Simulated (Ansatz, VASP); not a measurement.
# As: VASP beside Ansatz

INCAR

```
  PREC = Accurate
  ENCUT = 400
  EDIFF = 1E-6
  ISMEAR = 0
  SIGMA = 0.05
  LREAL = False
  LASPH = True
  NELM = 120
  ALGO = Normal
  ISIF = 2
  LWAVE = False
  LCHARG = False
  LDIPOL = True
  IDIPOL = 3
  DIPOL = 0.5 0.5 0.371
  GGA = PE
  IVDW = 12
  NBANDS = 38
  GGA_COMPAT = False
  NELMDL = -8
```

The input KPOINTS:

```
regular mesh
0
Gamma
  9 9 1
```

POSCAR

```
As
1.0
    3.5716242608      0.0000000000      0.0000000000
   -1.7858121304      3.0931173426      0.0000000000
    0.0000000000      0.0000000000     20.2951239197
As
4
Direct
    0.3333333333      0.6666666667      0.2217281362
    0.6666666667      0.3333333333      0.2905900936
    1.0000000000      1.0000000000      0.4517125392
    0.6666666667      1.3333333333      0.5205744967
```

Input for Ansatz:

```yaml
crystal:
  lattice:
    - [3.5716242608, 0.0, 0.0]
    - [-1.7858121304, 3.0931173426, 0.0]
    - [0.0, 0.0, 20.2951239197]
  atoms:
    - { symbol: As, position: [0.3333333333, 0.6666666667, 0.2217281362] }
    - { symbol: As, position: [0.6666666667, 0.3333333333, 0.2905900936] }
    - { symbol: As, position: [1.0, 1.0, 0.4517125392] }
    - { symbol: As, position: [0.6666666667, 1.3333333333, 0.5205744967] }
basis:
  ecutwfc: 420
kpoints:
  mp_grid: { grid: [9, 9, 1] }
hamiltonian:
  xc: pbe
  dispersion: d3bj
scf:
  occupations: { method: gaussian, width: 0.05 }
output:
  forces: true
  eigenvalues: true
efield:
  axis: 3
  dipole_correction: true
  ramp_width: 0.04
```

Alike in both runs: task single point; functional PBE; dispersion D3(BJ); k mesh 9 × 9 × 1; occupations gaussian, width 0.05 eV; no spin polarisation.

|  | VASP | Ansatz |
| --- | --- | --- |
| version | VASP 6.6.1 | Ansatz 0.2.0 |
| potentials or method | VASP PAW PBE potentials, release 64 (As_d), cutoff 400 eV | scalar-relativistic, plane waves, PAW |
| valence electrons in the cell | 60 | 60 |

VASP gave:

| Quantity | Value |
| --- | --- |
| gap on the k mesh at the Fermi level (eV) | 1.00 |
| least direct gap on the mesh (eV) | 1.74 |
| rms of the force components (eV/Å) | 0.035 |

Q: Estimate Ansatz's values.

A: gap on the k mesh at the Fermi level (eV): 1.01; least direct gap on the mesh (eV): 1.75; rms of the force components (eV/Å): 0.029.

Atom by atom the forces differ by 0.014 eV/Å (rms over components).
